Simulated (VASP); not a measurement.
Here is a VASP 6.6.1 calculation.

The input INCAR:

```
ALGO = Normal
EDIFF = 1E-6
ENCUT = 520
GGA = PE
ISIF = 2
ISMEAR = -1
LASPH = True
LCHARG = True
LELF = True
LREAL = False
LVHAR = True
LWAVE = False
NBANDS = 26
NELM = 60
PREC = Accurate
SIGMA = 0.02
```

The input KPOINTS:

```
k-points
0
Gamma
  5 5 6
```

Contents of POSCAR:

```
CuI
1.0
    3.8078309418     -3.7853080974      0.0000000000
    3.8078309418      3.7853080974      0.0000000000
    0.0000000000      0.0000000000      4.3069976700
Cu I
2 2
Direct
    0.4204388300      0.5795611700      0.7500000000
    0.5795611700      0.4204388300      0.2500000000
    0.7700426800      0.2299573200      0.7500000000
    0.2299573200      0.7700426800      0.2500000000
```

Potentials or basis: VASP PAW PBE potentials, release 64 (Cu, I).

Run with:

```console
$ cat potpaw_PBE.64/Cu/POTCAR potpaw_PBE.64/I/POTCAR > POTCAR
$ mpirun -np 1 vasp_std > vasp.out
```

Estimate the pressure.

0.3 GPa.

What does it give for the largest force?

0.164 eV/Å.

Predict the band gap on the k mesh.

0.96 eV, direct.

Stress tensor (GPa, compression positive):
```
 0.72  0.00  0.00
 0.00 -0.32  0.00
 0.00  0.00  0.53
```

Caveat: the cell differs from its parent crystal (equal xx and yy strain of +2 %); spin-orbit coupling is left out, which moves the levels of the heavy elements. A k mesh can miss the band edges.
